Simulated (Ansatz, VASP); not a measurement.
**One calculation of TaRu5, two programs**

```
Ta Ru
1.0
     4.78823    0.00000    0.00000
    -2.39412    4.14673    0.00000
     0.00000    0.00000    4.37481
Ta Ru
1 5
Cartesian
  0.0000 0.0000 2.1874
  -1.5653 2.7111 0.0000
  3.1305 0.0000 0.0000
  0.8289 1.4356 0.0000
  0.0000 2.7645 2.1874
  2.3941 1.3822 2.1874
```

Alike in both runs: task single point; functional PBE; k mesh 12 × 12 × 8; occupations gaussian, width 0.1 eV; no spin polarisation.

```csv
,VASP,Ansatz
version,VASP 6.6.1,Ansatz 0.2.0
potentials or method,"VASP PAW PBE potentials, release 64 (Ta_pv, Ru_pv), cutoff 520 eV","scalar-relativistic, plane waves, PAW"
valence electrons in the cell,81,93
```

|  | VASP | Ansatz | Ansatz less VASP |
| --- | --- | --- | --- |
| gap on the k mesh at the Fermi level (eV) | none | none | - |
| pressure (GPa) | 0.0 | 0.0 | -0.02 |
| rms of the force components (eV/Å) | 0.005 | 0.002 | -0.0027 |

Atom by atom the forces differ by 0.003 eV/Å (rms over components). A gap of «none» marks a metal or a gap that the smearing closes. VASP's potentials hold 81 valence electrons a cell and Ansatz's 93, so a difference there can come from the potentials and not from the codes.

Spin-orbit coupling is off throughout.
